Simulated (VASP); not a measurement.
# Al2As3 (P-3m1) in VASP: further runs

Runs on Al2As3. Level: PBE. Tasks: relaxation of cell and atoms.

Program: VASP 6.6.1. These are calculated values, not measurements. Logs are shortened: lines on timing, memory, paths and dates and some standing lists are left out, and cuts for length are marked.

## 1. The cell of the first run

The structure is trigonal, space group P-3m1 (No. 164). The conventional cell has a = 4.064 Å, b = 4.064 Å, c = 6.322 Å, α = 90.00°, β = 90.00°, γ = 120.00°. Within 3.2 Å of Al (site symmetry 3m) lie 7 As at 2.45 to 2.81 Å. As (site symmetry -3m) has 6 Al at 2.81 Å and 6 As at 3.25 Å within 3.7 Å. Within 3.3 Å of As (site symmetry 3m) lie 4 Al at 2.45 to 2.53 Å and 6 As at 2.98 to 3.25 Å.

## 2. Relaxation of cell and atoms, PBE

INCAR

```
SYSTEM = Al2As3
ALGO     = Normal         ! electronic algorithm
EDIFF    = 1E-6           ! SCF threshold, eV
EDIFFG   = -0.04          ! ionic threshold
ENCUT    = 600            ! plane-wave cutoff, eV
GGA      = PE             ! functional
IBRION   = 2              ! ionic algorithm
ISIF     = 3              ! what is computed and relaxed
ISMEAR   = 0              ! smearing method
LASPH    = .TRUE.         ! aspherical terms in the spheres
LCHARG   = .FALSE.        ! write CHGCAR
LREAL    = .FALSE.        ! projectors in reciprocal space
LWAVE    = .FALSE.        ! write WAVECAR
NELM     = 60             ! most SCF steps
NSW      = 90             ! ionic steps
PREC     = Accurate       ! precision mode
SIGMA    = 0.1            ! smearing width, eV
```

KPOINTS

```
k-points
0
G
  6 6 4
  0 0 0
```

POSCAR

```
Al2As3
1.0
    4.0636519049      0.0000000000      0.0000000000
   -2.0318259524      3.5192257817      0.0000000000
    0.0000000000      0.0000000000      6.3223822784
Al As
2 3
Direct
    0.3333333333      0.6666666667      0.2450000000
    0.6666666667      0.3333333333      0.7550000000
    0.0000000000      0.0000000000      0.0000000000
    0.3333333333      0.6666666667      0.6450000000
    0.6666666667      0.3333333333      0.3550000000
```

Potentials or basis: VASP PAW PBE potentials, release 64 (Al, As).

Launch:

```bash
$ cat potpaw_PBE.64/Al/POTCAR potpaw_PBE.64/As/POTCAR > POTCAR
$ mpirun -np 1 vasp_std > vasp.out
```

OUTCAR:

```text
SYSTEM = Al2As3
   EDIFF = 1E-6
   EDIFFG = -0.04
   ENCUT = 600
   GGA = PE
   IBRION = 2
   ISIF = 3
   ISMEAR = 0
   LASPH = .TRUE.
   LREAL = .FALSE.
   NELM = 60
   NSW = 90
   PREC = Accurate

 ion  position               nearest neighbor table
   1  0.333  0.667  0.245-   5 2.45   5 2.45   5 2.45   4 2.53   3 2.81   3 2.81   3 2.81
   2  0.667  0.333  0.755-   4 2.45   4 2.45   4 2.45   5 2.53   3 2.81   3 2.81   3 2.81
   3  0.000  0.000  0.000-   1 2.81   2 2.81   1 2.81   2 2.81   2 2.81   1 2.81
   4  0.333  0.667  0.645-   2 2.45   2 2.45   2 2.45   1 2.53
   5  0.667  0.333  0.355-   1 2.45   1 2.45   1 2.45   2 2.53

  LATTYP: Found a hexagonal cell.
 ALAT       =     4.0636519049
 C/A-ratio  =     1.5558375634

  Lattice vectors:

 A1 = (   4.0636519049,   0.0000000000,   0.0000000000)
 A2 = (  -2.0318259524,   3.5192257817,   0.0000000000)
 A3 = (   0.0000000000,   0.0000000000,   6.3223822784)

Analysis of symmetry for initial positions (statically):
=====================================================================
 Subroutine PRICEL returns:
 Original cell was already a primitive cell.

 Routine SETGRP: Setting up the symmetry group for a
 hexagonal supercell.

 Subroutine GETGRP returns: Found 12 space group operations
 (whereof 12 operations were pure point group operations)
 out of a pool of 24 trial point group operations.

The static configuration has the point symmetry D_3d.

Analysis of symmetry for dynamics (positions and initial velocities):
=====================================================================
 Subroutine PRICEL returns:
 Original cell was already a primitive cell.

 Routine SETGRP: Setting up the symmetry group for a
 hexagonal supercell.

 Subroutine GETGRP returns: Found 12 space group operations
 (whereof 12 operations were pure point group operations)
 out of a pool of 24 trial point group operations.

The dynamic configuration has the point symmetry D_3d.

 Subroutine INISYM returns: Found 12 space group operations
 (whereof 12 operations are pure point group operations),
 and found     1 'primitive' translations

----------------------------------------------------------------------------------------

                                     Primitive cell

  volume of cell :      90.4158

  direct lattice vectors                    reciprocal lattice vectors
     4.063651905  0.000000000  0.000000000     0.246084070  0.142076704  0.000000000
    -2.031825952  3.519225782  0.000000000     0.000000000  0.284153408  0.000000000
[... 126 lines left out ...]
 maximum number of plane-waves:      3034
   NGX = 17   NGY = 17   NGZ = 25

--------------------------------------- Ionic step        1  -------------------------------------------

 number of electron      21.0000000 magnetization

 Free energy of the ion-electron system (eV)
  ---------------------------------------------------
  ext. energy  EPLUGINS =         0.00000000
  ---------------------------------------------------
  free energy    TOTEN  =       -20.35318724 eV

  energy without entropy =      -20.33261231  energy(sigma->0) =      -20.34289978

------------------------ aborting loop because EDIFF is reached ----------------------------------------

  FORCE on cell =-STRESS in cart. coord.  units (eV):
  Direction    XX          YY          ZZ          XY          YZ          ZX
  --------------------------------------------------------------------------------------
  -------------------------------------------------------------------------------------
  Total        6.8185106      6.8185106      8.7221705      0.0000000     -0.0000000      0.0000000
  in kB      120.8246983    120.8246983    154.5577446      0.0000000     -0.0000000      0.0000000
  external PRESSURE =     132.0690471 kB  Pullay stress =       0.0000000 kB
[... 98 lines left out ...]
  FREE ENERGIE OF THE ION-ELECTRON SYSTEM (eV)
  ---------------------------------------------------
  free  energy   TOTEN  =       -20.9312366254 eV

  energy  without entropy=      -20.9109265240  energy(sigma->0) =      -20.92108157

 E-fermi :   5.2122     XC(G=0):  -9.8856

 val. band max:        5.1594272389   @ k =   0.3333   0.3333   0.0000
 cond. band min:       5.2216427383   @ k =   0.1667   0.1667   0.2500
 fundamental gap:      0.0622154994
 Fermi energy:         5.2122466159

 k-point     1 :       0.0000    0.0000    0.0000
  band No.  band energies     occupation
      1      -7.7539      2.00000
      2      -5.9392      2.00000
      3      -5.8654      2.00000
      4       0.7029      2.00000
      5       1.7450      2.00000
      6       4.9628      1.99958
      7       4.9628      1.99958
      8       5.2325      0.77402
      9       5.2325      0.77402
     10       6.0585      0.00000
     11       6.0585      0.00000
     12       7.0528      0.00000
     13       7.9829      0.00000
     14       9.0693      0.00000
[... 377 lines left out ...]
      1      -5.2339      2.00000
      2      -4.7692      2.00000
      3      -4.7692      2.00000
      4      -0.7249      2.00000
      5      -0.7249      2.00000
      6       0.6384      2.00000
      7       2.1090      2.00000
      8       2.1090      2.00000
      9       3.0468      2.00000
     10       3.5237      2.00000
     11       3.5237      2.00000
     12       4.0247      2.00000
     13       9.3296      0.00000
     14       9.3296      0.00000

[... ionic steps 4 to 31 ...]

--------------------------------------- Ionic step       32  -------------------------------------------

 number of electron      21.0000000 magnetization

------------------------ aborting loop because EDIFF is reached ----------------------------------------
[... 73 lines left out ...]
--------------------------------------- Ionic step       34  -------------------------------------------

 number of electron      21.0000000 magnetization

 Free energy of the ion-electron system (eV)
  ---------------------------------------------------
  ext. energy  EPLUGINS =         0.00000000
  ---------------------------------------------------
  free energy    TOTEN  =       -21.59268743 eV

  energy without entropy =      -21.58508296  energy(sigma->0) =      -21.58888519

 E-fermi :   5.9700     XC(G=0): -10.0957

 val. band max:        5.9274110501   @ k =   0.5000   0.0000   0.0000
 cond. band min:       6.0432474638   @ k =   0.3333   0.1667   0.5000
 fundamental gap:      0.1158364137
 Fermi energy:         5.9699678454

 k-point     1 :       0.0000    0.0000    0.0000
  band No.  band energies     occupation
      1      -7.5733      2.00000
      2      -6.0741      2.00000
      3      -4.8204      2.00000
      4       1.1960      2.00000
      5       1.9258      2.00000
      6       5.3604      2.00000
      7       5.3604      2.00000
      8       5.7628      1.99661
      9       5.7628      1.99661
     10       6.8560      0.00000
     11       7.1608      0.00000
     12       7.1608      0.00000
     13       8.7567      0.00000
     14       9.7735      0.00000
[... 421 lines left out ...]
  FREE ENERGIE OF THE ION-ELECTRON SYSTEM (eV)
  ---------------------------------------------------
  free  energy   TOTEN  =       -21.5926874257 eV

  energy  without entropy=      -21.5850829596  energy(sigma->0) =      -21.58888519

 reached required accuracy - stopping structural energy minimisation
```

OSZICAR:

```text
N       E                     dE             d eps       ncg     rms          rms(c)
DAV:   1     0.714748619668E+02    0.71475E+02   -0.91294E+03   672   0.139E+03
DAV:   2    -0.155717785072E+02   -0.87047E+02   -0.84887E+02   872   0.176E+02
DAV:   3    -0.204702444124E+02   -0.48985E+01   -0.47176E+01   834   0.429E+01
[... 297 lines left out ...]
DAV:   1    -0.215926696500E+02   -0.16918E-03   -0.16480E-02   720   0.785E-01    0.402E-02
DAV:   2    -0.215927007955E+02   -0.31145E-04   -0.10328E-03   872   0.190E-01    0.272E-02
DAV:   3    -0.215926922157E+02    0.85798E-05   -0.58175E-05   792   0.482E-02    0.149E-02
DAV:   4    -0.215926873812E+02    0.48345E-05   -0.16367E-05   798   0.222E-02    0.375E-03
DAV:   5    -0.215926874257E+02   -0.44460E-07   -0.11637E-06   432   0.761E-03
  34 F= -.21592687E+02 E0= -.21588885E+02  d E =-.181051E-02
```

CONTCAR:

```text
Al2As3
   1.00000000000000
     3.7266622549483621   -0.0000000000054985    0.0000000000000001
    -1.8633311274330902    3.2273841840541939    0.0000000000000000
     0.0000000000000001    0.0000000000000003    8.0741818777368604
  Al              As
     2     3
Direct
     0.3333333332999970    0.6666666667000030    0.1895978327842098
     0.6666666667000030    0.3333333332999970    0.8104021672157903
     0.0000000000000000    0.0000000000000000    0.0000000000000000
     0.3333333332999970    0.6666666667000030    0.6150067840816471
     0.6666666667000030    0.3333333332999970    0.3849932159183529

  0.00000000E+00  0.00000000E+00  0.00000000E+00
  0.00000000E+00  0.00000000E+00  0.00000000E+00
  0.00000000E+00  0.00000000E+00  0.00000000E+00
  0.00000000E+00  0.00000000E+00  0.00000000E+00
  0.00000000E+00  0.00000000E+00  0.00000000E+00
```

Wall time 13 min (1 thread of Intel Xeon Platinum 8259CL at 2.50GHz (Skylake/Cascade Lake), shared host); peak memory 0.26 GiB.

What came out:

| Property | Result |
| --- | --- |
| Free energy | -21.5927 eV |
| Relaxed volume | 19.42 Å³/atom |
| Relaxed cell | a = 3.727 Å, b = 3.727 Å, c = 8.074 Å, α = 90.00°, β = 90.00°, γ = 120.00° |
| Space group after relaxing (to 0.1 Å) | P-3m1 (No. 164) |
| Energy gained by relaxing | 247.9 meV/atom |
| Ionic steps | 34 |
| Pressure after relaxing | 0.0 GPa |
| Largest force after relaxing | 0.025 eV/Å |
| Band gap on the k mesh | zero (an odd number of electrons rules out a gap without spin polarisation) |

Forces in eV/Å, atoms in the order of the input:
```
Al   0.000  0.000  0.001
Al   0.000  0.000 -0.001
As   0.000  0.000  0.000
As   0.000  0.000 -0.025
As   0.000  0.000  0.025
```

The path:
| step | energy change (eV) | largest force (eV/Å) | pressure (GPa) | volume (Å³) |
| --- | --- | --- | --- | --- |
| 1 | 0.0000 | 1.4757 | 13.21 | 90.42 |
| 2 | -0.4739 | 0.1889 | -4.73 | 111.35 |
| 3 | -0.5780 | 0.4678 | -0.69 | 104.16 |
| 4 | -0.6227 | 0.4412 | -0.43 | 103.48 |
| 5 | -0.7200 | 0.3762 | 0.82 | 101.34 |
| 6 | -0.7767 | 0.8713 | 5.21 | 96.63 |
| 7 | -0.8005 | 0.6231 | 3.41 | 98.30 |
| 8 | -0.8238 | 0.6355 | 3.06 | 98.72 |
| 9 | -0.8797 | 0.6449 | 2.08 | 99.94 |
| 10 | -0.9612 | 0.6624 | 0.17 | 102.24 |
| 11 | -0.8159 | 0.9401 | -2.67 | 106.23 |
| 12 | -0.9577 | 0.5837 | -0.55 | 103.11 |
| 13 | -0.9586 | 0.5998 | -0.41 | 102.92 |
| 14 | -0.9866 | 0.5606 | -0.66 | 103.01 |
| 15 | -1.0229 | 0.4092 | -1.22 | 103.13 |
| 16 | -1.0284 | 0.3442 | -1.48 | 103.16 |
| 17 | -1.0553 | 0.4088 | -0.43 | 101.33 |
| 18 | -1.0727 | 0.5372 | 1.45 | 98.45 |
| 19 | -1.0926 | 0.5215 | 1.37 | 98.23 |
| 20 | -1.1469 | 0.4614 | 1.24 | 97.57 |
| 21 | -1.1890 | 0.3456 | 1.53 | 96.26 |
| 22 | -1.1915 | 0.2336 | 1.36 | 96.62 |
| 23 | -1.1922 | 0.2584 | 1.40 | 96.51 |
| 24 | -1.2061 | 0.2006 | -0.38 | 98.56 |
| 25 | -1.2061 | 0.1982 | -0.47 | 98.67 |
| 26 | -1.2124 | 0.1877 | -0.40 | 98.45 |
| 27 | -1.2269 | 0.1160 | -0.11 | 97.81 |
| 28 | -1.2001 | 0.2963 | 0.97 | 96.52 |
| 29 | -1.2287 | 0.0523 | 0.05 | 97.56 |
| 30 | -1.2353 | 0.0678 | -0.01 | 97.44 |
| 31 | -1.2376 | 0.0733 | -0.04 | 97.34 |
| 32 | -1.2377 | 0.0872 | -0.04 | 97.32 |
| 33 | -1.2393 | 0.0412 | 0.01 | 97.18 |
| 34 | -1.2395 | 0.0246 | 0.04 | 97.11 |

Final structure:
```xyz
5
Lattice="3.7267 0.0000 0.0000 -1.8633 3.2274 0.0000 0.0000 0.0000 8.0742" Properties=species:S:1:pos:R:3 pbc="T T T"
Al    0.0000    2.1516    1.5308
Al    1.8633    1.0758    6.5433
As    0.0000    0.0000    0.0000
As    0.0000    2.1516    4.9657
As    1.8633    1.0758    3.1085
```

Levels at points of the mesh, in eV from the Fermi level:
| k point | band 6 | band 7 | band 8 | band 9 | band 10 | band 11 | band 12 | band 13 | band 14 |
| --- | --- | --- | --- | --- | --- | --- | --- | --- | --- |
| (0.00, 0.00, 0.00) | -0.61 | -0.61 | -0.21 | -0.21 | 0.89 | 1.19 | 1.19 | 2.79 | 3.80 |
| (0.50, 0.00, 0.00) | -5.49 | -2.68 | -1.77 | -1.22 | -0.85 | -0.75 | -0.63 | -0.04 | 2.77 |
| (0.00, 0.00, 0.50) | -0.87 | -0.60 | -0.60 | -0.16 | -0.16 | 1.07 | 1.07 | 2.74 | 3.77 |
| (0.50, 0.00, 0.50) | -4.55 | -3.52 | -3.14 | -2.28 | -2.10 | 0.83 | 0.92 | 1.16 | 1.68 |

Caveat: a cell axis changed by over 15 % at a fixed basis, so the end point is rough; an odd number of electrons without spin polarisation forces a metal; a magnetic or distorted state may lie lower.

## 3. Relaxation of cell and atoms, PBE

This run uses another cell than the first one, of 19.40 Å³/atom.

INCAR

```
SYSTEM = Al2As3
  PREC = Accurate
  ENCUT = 600
  EDIFF = 1E-7
  ISMEAR = 0
  SIGMA = 0.1
  LREAL = .False.
  LASPH = .True.
  NELM = 100
  ALGO = Normal
  ISIF = 3
  LWAVE = .False.
  LCHARG = .False.
  GGA = PE
  IBRION = 2
  NSW = 100
  EDIFFG = -0.01
```

KPOINTS

```
regular mesh
0
Gamma
  12 12 6
  0 0 0
```

POSCAR

```
Al2As3
1.0
    3.7304899723      0.0000000000      0.0000000000
   -1.8652449861      3.2306990846      0.0000000000
    0.0000000000      0.0000000000      8.0495397022
Al As
2 3
Direct
    0.3333333333      0.6666666667      0.1891738801
    0.6666666667      0.3333333333      0.8108261199
    0.0000000000      0.0000000000      0.0000000000
    0.3333333333      0.6666666667      0.6147857009
    0.6666666667      0.3333333333      0.3852142991
```

Potentials or basis: VASP PAW PBE potentials, release 64 (Al, As).

Launch:

```bash
$ cat potpaw_PBE.64/Al/POTCAR potpaw_PBE.64/As/POTCAR > POTCAR
$ mpirun -np 1 vasp_std > vasp.out
```

Wall time 15 min (1 thread of Intel Xeon Platinum 8259CL at 2.50GHz (Skylake/Cascade Lake), shared host); peak memory 0.36 GiB.

Results (log left out):

```yaml
Free_energy: -21.5836 eV
Relaxed_volume: 19.32 Å³/atom
Relaxed_cell: a = 3.685 Å, b = 3.685 Å, c = 8.217 Å, α = 90.00°, β = 90.00°, γ = 120.00°
Space_group_after_relaxing_to_0.1_Å: P-3m1 (No. 164)
Energy_gained_by_relaxing: 3.1 meV/atom
Ionic_steps: 11
Pressure_after_relaxing: 0.0 GPa
Largest_force_after_relaxing: 0.003 eV/Å
Band_gap_on_the_k_mesh: zero (an odd number of electrons rules out a gap without spin polarisation)
```

Forces on the atoms (eV/Å):
```
Al   0.000  0.000  0.000
Al   0.000  0.000  0.000
As   0.000  0.000  0.000
As   0.000  0.000 -0.003
As   0.000  0.000  0.003
```

The path:
| step | energy change (eV) | largest force (eV/Å) | pressure (GPa) | volume (Å³) |
| --- | --- | --- | --- | --- |
| 1 | 0.0000 | 0.0162 | 0.06 | 97.01 |
| 2 | -0.0099 | 0.0496 | -0.19 | 97.11 |
| 3 | -0.0130 | 0.0957 | -0.41 | 97.19 |
| 4 | -0.0146 | 0.0746 | 0.18 | 96.38 |
| 5 | -0.0146 | 0.0753 | 0.16 | 96.41 |
| 6 | -0.0154 | 0.0389 | 0.08 | 96.49 |
| 7 | -0.0156 | 0.0216 | -0.01 | 96.59 |
| 8 | -0.0156 | 0.0168 | 0.01 | 96.57 |
| 9 | -0.0157 | 0.0122 | -0.01 | 96.60 |
| 10 | -0.0157 | 0.0047 | -0.05 | 96.66 |
| 11 | -0.0157 | 0.0034 | -0.01 | 96.61 |

Final structure:
```xyz
5
Lattice="3.6847 0.0000 0.0000 -1.8423 3.1910 0.0000 0.0000 0.0000 8.2166" Properties=species:S:1:pos:R:3 pbc="T T T"
Al    0.0000    2.1273    1.5560
Al    1.8423    1.0637    6.6607
As    0.0000    0.0000    0.0000
As    0.0000    2.1273    5.0348
As    1.8423    1.0637    3.1818
```

Levels at points of the mesh, in eV from the Fermi level:
| k point | band 6 | band 7 | band 8 | band 9 | band 10 | band 11 | band 12 | band 13 | band 14 |
| --- | --- | --- | --- | --- | --- | --- | --- | --- | --- |
| (0.00, 0.00, 0.00) | -0.43 | -0.43 | -0.02 | -0.02 | 0.98 | 1.38 | 1.38 | 2.99 | 3.99 |
| (0.50, 0.00, 0.00) | -5.48 | -2.52 | -1.87 | -1.16 | -1.01 | -0.80 | -0.62 | 0.12 | 2.73 |
| (0.00, 0.00, 0.50) | -0.87 | -0.43 | -0.43 | 0.03 | 0.03 | 1.28 | 1.28 | 2.99 | 3.99 |
| (0.50, 0.00, 0.50) | -4.55 | -3.60 | -3.20 | -2.17 | -1.94 | 0.92 | 1.00 | 1.10 | 1.73 |

Caveat: an odd number of electrons without spin polarisation forces a metal; a magnetic or distorted state may lie lower.

The gap in the log of VASP goes by the Fermi energy; the results here count the filled bands.